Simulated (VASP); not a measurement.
# SrO (Fm-3m) in VASP: settings compared, part 2 of 2

VASP 6.6.1. The steps go on from the part before.

## (4) Single point, r2SCAN+rVV10 (16.30 Å³/atom)

This run uses another cell than the first one, of 16.30 Å³/atom.

POSCAR reads:

```
SrO
1.0
    0.0000000000      2.5355054673      2.5355054673
    2.5355054673      0.0000000000      2.5355054673
    2.5355054673      2.5355054673      0.0000000000
Sr O
1 1
Direct
    0.5000000000      0.5000000000      0.5000000000
    0.0000000000      0.0000000000      0.0000000000
```

INCAR.step1 reads:

```
SYSTEM = SrO
  PREC = Accurate
  ENCUT = 520
  ISMEAR = 0
  SIGMA = 0.05
  LREAL = .FALSE.
  LASPH = .TRUE.
  NELM = 100
  NBANDS = 15
  GGA = PE
  ALGO = Normal
  EDIFF = 1E-4
  LWAVE = .TRUE.
  LCHARG = .FALSE.
```

INCAR.step2 reads:

```
SYSTEM = SrO
  PREC = Accurate
  ENCUT = 520
  EDIFF = 1E-6
  ISMEAR = 0
  SIGMA = 0.05
  LREAL = .FALSE.
  LASPH = .TRUE.
  NELM = 100
  ALGO = Normal
  ISIF = 2
  LWAVE = .FALSE.
  LCHARG = .FALSE.
  METAGGA = R2SCAN
  LMIXTAU = .TRUE.
  LUSE_VDW = .TRUE.
  IVDW_NL = 2
  BPARAM = 11.95
  CPARAM = 0.0093
  NBANDS = 15
  ISTART = 1
```

KPOINTS reads:

```
regular mesh
0
G
  8 8 8
  0 0 0
```

Potentials or basis: VASP PAW PBE potentials, release 64 (Sr_sv, O).

Started as:

```console
cat potpaw_PBE.64/Sr_sv/POTCAR potpaw_PBE.64/O/POTCAR > POTCAR
cp INCAR.step1 INCAR
mpirun -np 1 vasp_std > vasp.out
cp INCAR.step2 INCAR
mpirun -np 1 vasp_std > vasp.out
```

OUTCAR:

```text
SYSTEM = SrO
   PREC = Accurate
   ENCUT = 520
   EDIFF = 1E-6
   ISMEAR = 0
   LREAL = .FALSE.
   LASPH = .TRUE.
   NELM = 100
   ISIF = 2
   METAGGA = R2SCAN
   IVDW_NL = 2
   BPARAM = 11.95
   ISTART = 1

 ion  position               nearest neighbor table
   1  0.500  0.500  0.500-   2 2.54   2 2.54   2 2.54   2 2.54   2 2.54   2 2.54
   2  0.000  0.000  0.000-   1 2.54   1 2.54   1 2.54   1 2.54   1 2.54   1 2.54

  LATTYP: Found a face centered cubic cell.
 ALAT       =     5.0710109346

  Lattice vectors:

 A1 = (   0.0000000000,   2.5355054673,   2.5355054673)
 A2 = (   2.5355054673,   0.0000000000,   2.5355054673)
 A3 = (   2.5355054673,   2.5355054673,   0.0000000000)

Analysis of symmetry for initial positions (statically):
=====================================================================
 Subroutine PRICEL returns:
 Original cell was already a primitive cell.

 Routine SETGRP: Setting up the symmetry group for a
 face centered cubic supercell.

 Subroutine GETGRP returns: Found 48 space group operations
 (whereof 48 operations were pure point group operations)
 out of a pool of 48 trial point group operations.

The static configuration has the point symmetry O_h .

Analysis of symmetry for dynamics (positions and initial velocities):
=====================================================================
 Subroutine PRICEL returns:
 Original cell was already a primitive cell.

 Routine SETGRP: Setting up the symmetry group for a
 face centered cubic supercell.

 Subroutine GETGRP returns: Found 48 space group operations
 (whereof 48 operations were pure point group operations)
 out of a pool of 48 trial point group operations.

The dynamic configuration has the point symmetry O_h .

 Subroutine INISYM returns: Found 48 space group operations
 (whereof 48 operations are pure point group operations),
 and found     1 'primitive' translations

----------------------------------------------------------------------------------------

                                     Primitive cell

  volume of cell :      32.6005

  direct lattice vectors                    reciprocal lattice vectors
     0.000000000  2.535505467  2.535505467    -0.197199338  0.197199338  0.197199338
     2.535505467  0.000000000  2.535505467     0.197199338 -0.197199338  0.197199338
     2.535505467  2.535505467  0.000000000     0.197199338  0.197199338 -0.197199338

  length of vectors
     3.585746219  3.585746219  3.585746219     0.341559273  0.341559273  0.341559273

  position of ions in fractional coordinates (direct lattice)
     0.500000000  0.500000000  0.500000000
     0.000000000  0.000000000  0.000000000

  ion indices of the primitive-cell ions
   primitive index   ion index
                 1           1
                 2           2

----------------------------------------------------------------------------------------

 KPOINTS: regular mesh

Automatic generation of k-mesh.
 Grid dimensions read from file:
 generate k-points for:    8    8    8

 Generating k-lattice:

  Cartesian coordinates                     Fractional coordinates (reciprocal lattice)
[... 41 lines left out ...]
 [... further k-points ...]
   k-points           NKPTS =     29   k-points in BZ     NKDIM =     29   number of bands    NBANDS=     15
   number of dos      NEDOS =    301   number of ions     NIONS =      2
   total plane-waves  NPLWV =  21952
   dimension x,y,z NGX =    28 NGY =   28 NGZ =   28
   dimension x,y,z NGXF=    56 NGYF=   56 NGZF=   56
   ions per type =               1   1
   NGX,Y,Z   is equivalent  to a cutoff of  12.98, 12.98, 12.98 a.u.
   NGXF,Y,Z  is equivalent  to a cutoff of  25.96, 25.96, 25.96 a.u.
 SYSTEM =  SrO
   PREC   = accura    normal or accurate (medium, high low for compatibility)
   ISTART =      1    job   : 0-new  1-cont  2-samecut
   ICHARG =      0    charge: 1-file 2-atom 10-const
   ISPIN  =      1    spin polarized calculation?
   LNONCOLLINEAR =      F non collinear calculations
   LSORBIT =      F    spin-orbit coupling
   LASPH  =      T    aspherical Exc in radial PAW
   ENCUT  =  520.0 eV  38.22 Ry    6.18 a.u.   6.67  6.67  6.67*2*pi/ulx,y,z
   NELM   =    100;   NELMIN=  2; NELMDL=  0     # of ELM steps
   EDIFF  = 0.1E-05   stopping-criterion for ELM
   LREAL  =      F    real-space projection
   EDIFFG = 0.1E-04   stopping-criterion for IOM
   NSW    =      0    number of steps for IOM
   IBRION =     -1    ionic relax: 0-MD 1-quasi-New 2-CG
   NFREE  =      0    steps in history (QN), initial steepest desc. (CG)
   ISIF   =      2    stress and relaxation
   ISYM   =      2    0-nonsym 1-usesym 2-fastsym
   POTIM  = 0.5000    time-step for ionic-motion
   TEBEG  =    0.0;   TEEND  =   0.0 temperature during run
   PSTRESS=    0.0 pullay stress
   NELECT =      16.0000    total number of electrons
   NUPDOWN=      -1.0000    fix difference up-down
   EMIN   =  10.00;   EMAX   =-10.00  energy-range for DOS
   EFERMI =   0.00;   METHOD = LEGACY
   ISMEAR =     0;   SIGMA  =   0.05  broadening in eV -4-tet -1-fermi 0-gaus
   EFERMI_NEDOS =   21; number of points for ismear=-14 and -15
   IALGO  =     38    algorithm
   IMIX   =      4    mixing-type and parameters
     AMIX     =   0.40;   BMIX     =  1.00
     AMIX_MAG =   1.60;   BMIX_MAG =  1.00
  volume/ion in A,a.u.               =      16.30       110.00
  Fermi-wavevector in a.u.,A,eV,Ry     =   1.291339  2.440277 22.688483  1.667556
  Thomas-Fermi vector in A             =   2.423115
   LORBIT       =      0    0 simple, 1 ext, 2 COOP (PROOUT), +10 PAW based schemes
   METAGGA = R2SCAN    functional components
   LHFCALC =     F    Hartree Fock is set to
   AEXX    =    0.0000 exact exchange contribution
   IVDW_NL    =     2    kernel type
   BPARAM     =11.9500
   IVDW    =     0    specifies the selected vdW correction
   LEPSILON=     F    determine dielectric tensor
   LRPA    =     F    only Hartree local field effects (RPA)
 non-spin polarized calculation
 Gauss-broadening in eV      SIGMA  =   0.05
  energy-cutoff  :      520.00
  volume of cell :       32.60
 maximum number of plane-waves:       893
   NGX = 13   NGY = 13   NGZ = 13

 number of electron      15.9999995 magnetization

 Free energy of the ion-electron system (eV)
  ---------------------------------------------------
  ext. energy  EPLUGINS =         0.00000000
  ---------------------------------------------------
  free energy    TOTEN  =       -26.63197883 eV

  energy without entropy =      -26.63197883  energy(sigma->0) =      -26.63197883

 E-fermi :   1.8348     XC(G=0): -10.8604

 val. band max:        1.5180605169   @ k =   0.0000   0.0000   0.0000
 cond. band min:       5.1881944633   @ k =   0.5000   0.5000   0.0000
 fundamental gap:      3.6701339464
 Fermi energy:         1.8347868852

 k-point     1 :       0.0000    0.0000    0.0000
  band No.  band energies     occupation
      1     -31.7666      2.00000
      2     -14.5603      2.00000
      3     -12.7443      2.00000
      4     -12.7443      2.00000
      5     -12.7443      2.00000
      6       1.5181      2.00000
      7       1.5181      2.00000
      8       1.5181      2.00000
      9       6.4288      0.00000
     10       8.3699      0.00000
     11       8.3699      0.00000
     12       8.3699      0.00000
     13      10.8097      0.00000
     14      10.8097      0.00000
[... 401 lines left out ...]
      2     -15.6661      2.00000
      3     -13.1808      2.00000
      4     -13.0101      2.00000
      5     -12.0769      2.00000
      6      -0.0821      2.00000
      7       0.6204      2.00000
      8       0.7194      2.00000
      9       8.5560      0.00000
     10       8.9425      0.00000
     11      11.8899      0.00000
     12      11.9201      0.00000
     13      14.2896      0.00000
     14      15.6312      0.00000
     15      16.4210      0.00000

 [... further k-points ...]

------------------------ aborting loop because EDIFF is reached ----------------------------------------

  FORCE on cell =-STRESS in cart. coord.  units (eV):
  Direction    XX          YY          ZZ          XY          YZ          ZX
  --------------------------------------------------------------------------------------
  -------------------------------------------------------------------------------------
  Total        1.0435870      1.0435870      1.0435870     -0.0000000      0.0000000      0.0000000
  in kB       51.2879780     51.2879780     51.2879780     -0.0000000      0.0000000      0.0000000
  external PRESSURE =      51.2879780 kB  Pullay stress =       0.0000000 kB

 VOLUME and BASIS-vectors are now :
 -----------------------------------------------------------------------------
  energy-cutoff  :      520.00
  volume of cell :       32.60
      direct lattice vectors                 reciprocal lattice vectors
     0.000000000  2.535505467  2.535505467    -0.197199338  0.197199338  0.197199338
     2.535505467  0.000000000  2.535505467     0.197199338 -0.197199338  0.197199338
     2.535505467  2.535505467  0.000000000     0.197199338  0.197199338 -0.197199338

 POSITION                                       TOTAL-FORCE (eV/Angst)
 -----------------------------------------------------------------------------------
      2.53551      2.53551      2.53551        -0.000000     -0.000000      0.000000
      0.00000      0.00000      0.00000         0.000000      0.000000     -0.000000
 -----------------------------------------------------------------------------------
    total drift:                                0.000000      0.000000      0.000000

  FREE ENERGIE OF THE ION-ELECTRON SYSTEM (eV)
  ---------------------------------------------------
  free  energy   TOTEN  =       -26.6319788252 eV

  energy  without entropy=      -26.6319788252  energy(sigma->0) =      -26.63197883
```

It took 4.2 min on 1 thread of Intel Xeon 8259CL, shared host; peak memory 0.27 GiB.

What came out:

```
Free energy            : -26.6320 eV
Pressure               : 5.1 GPa
Band gap on the k mesh : 3.67 eV (least direct gap 3.72 eV)
```

Caveat: the cell stands under pressure; the PAW data sets were made with another functional, which shifts forces and pressure a little.

## (5) Overview

| level | cell | gap on the mesh (eV) | pressure (GPa) |
| --- | --- | --- | --- |
| BLYP | a = 3.736 Å, angles 60.0°, 2 atoms | 3.42 | -1.1 |
| BLYP | a = 3.760 Å, angles 60.0°, 2 atoms | 3.42 | -2.5 |
| r2SCAN+rVV10 | a = 3.586 Å, angles 60.0°, 2 atoms | 3.67 | 5.1 |

Alike in all rows: task single point; potentials or basis VASP PAW PBE potentials, release 64 (Sr_sv, O); no spin polarisation; k mesh 8 × 8 × 8; cutoff (eV) 520; smearing gaussian 0.05 eV.

Caveats: the PAW data sets were made with another functional, which shifts forces and pressure a little; the cell stands under pressure (at least some runs).

Total energies depend on the potentials used, so only differences within one code and one set of settings carry meaning.
